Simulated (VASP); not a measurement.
The system is AsHF.

```
H As F
1.0
     4.06017    0.00000    0.00000
     0.00000    4.06017    0.00000
     0.00000    0.00000    3.17136
H As F
1 1 1
Direct
  0.50000 0.50000 0.50000
  0.50000 0.50000 0.00000
  0.00000 0.00000 0.50000
```

The cell was generated, and may not be a known phase.

```yaml
Program: VASP 6.6.1
Task: relaxation of cell and atoms
Functional: PBE
Potentials_or_basis: VASP PAW PBE potentials, release 64 (H, As, F)
Cutoff: 600 eV
k_mesh: 4 × 4 × 6
Occupations: gaussian, width 0.1 eV
Spin: no spin polarisation
```

At the start: pressure -3.1 GPa; volume 17.43 Å³/atom.

Q: Where does the relaxation end?

A: Over 10 steps the energy falls by 499.5 meV/atom and the volume is 10.83 Å³/atom (-37.8 %); space group P4/mmm (No. 123, to 0.1 Å) before and after.

Step by step:
| step | energy change (eV) | largest force (eV/Å) | pressure (GPa) | volume (Å³) |
| --- | --- | --- | --- | --- |
| 1 | 0.0000 | 0.0000 | -3.06 | 52.28 |
| 2 | -0.5938 | 0.0000 | -8.80 | 49.51 |
| 3 | -0.7844 | 0.0000 | -11.11 | 47.48 |
| 4 | -0.8725 | 0.0000 | -13.31 | 42.94 |
| 5 | -0.8613 | 0.0000 | -12.40 | 45.65 |
| 6 | -1.2963 | 0.0000 | -9.50 | 38.04 |
| 7 | -1.4106 | 0.0000 | -4.73 | 33.92 |
| 8 | -1.4128 | 0.0000 | -3.12 | 33.03 |
| 9 | -1.4891 | 0.0000 | -0.86 | 32.68 |
| 10 | -1.4986 | 0.0000 | 0.45 | 32.50 |

Final structure:
```
CELL_PARAMETERS angstrom
3.09712 0.00000 0.00000
0.00000 3.09712 0.00000
0.00000 0.00000 3.38811
ATOMIC_POSITIONS crystal
H 0.50000 0.50000 0.50000
As 0.50000 0.50000 0.00000
F 0.00000 0.00000 0.50000
```

Caveat: the k points lie up to 0.51 Å⁻¹ apart in the final cell, too coarse for converged energies and pressures of a metal; the volume moved by over 15 % at a fixed basis, so the end points are rough; an odd number of electrons without spin polarisation forces a metal; a magnetic or distorted state may lie lower.
